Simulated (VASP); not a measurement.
## HfB: single point with LDA

Crystal: HfB.

```
CELL_PARAMETERS angstrom
0.00000 2.33287 2.33287
2.33287 0.00000 2.33287
2.33287 2.33287 0.00000
ATOMIC_POSITIONS crystal
Hf 0.50000 0.50000 0.50000
B 0.00000 0.00000 0.00000
```

```json
{
  "Program": "VASP 6.6.1",
  "Task": "single point",
  "Functional": "LDA",
  "Potentials or basis": "VASP PAW LDA potentials, release 64 (Hf_pv, B)",
  "Cutoff": "520 eV",
  "k mesh": "11 × 11 × 11",
  "Occupations": "methfessel-paxton, width 0.05 eV",
  "Spin": "no spin polarisation",
  "Dipole correction": "no",
  "Further INCAR settings": "ALGO = Normal; EDIFF = 1e-06; NBANDS = 14"
}
```

```
Pressure : 12.3 GPa
```

Levels at points of the mesh, in eV from the Fermi level:
| k point | band 4 | band 5 | band 6 | band 7 | band 8 | band 9 | band 10 | band 11 |
| --- | --- | --- | --- | --- | --- | --- | --- | --- |
| (0.00, 0.00, 0.00) | -9.41 | 2.02 | 2.02 | 2.02 | 3.81 | 3.81 | 3.81 | 3.98 |

Run time: 35 s on 1 thread of Intel Xeon 8259CL, on a shared host, peak memory 0.15 GiB.

Caveat: spin-orbit coupling is left out, which moves the levels of the heavy elements.
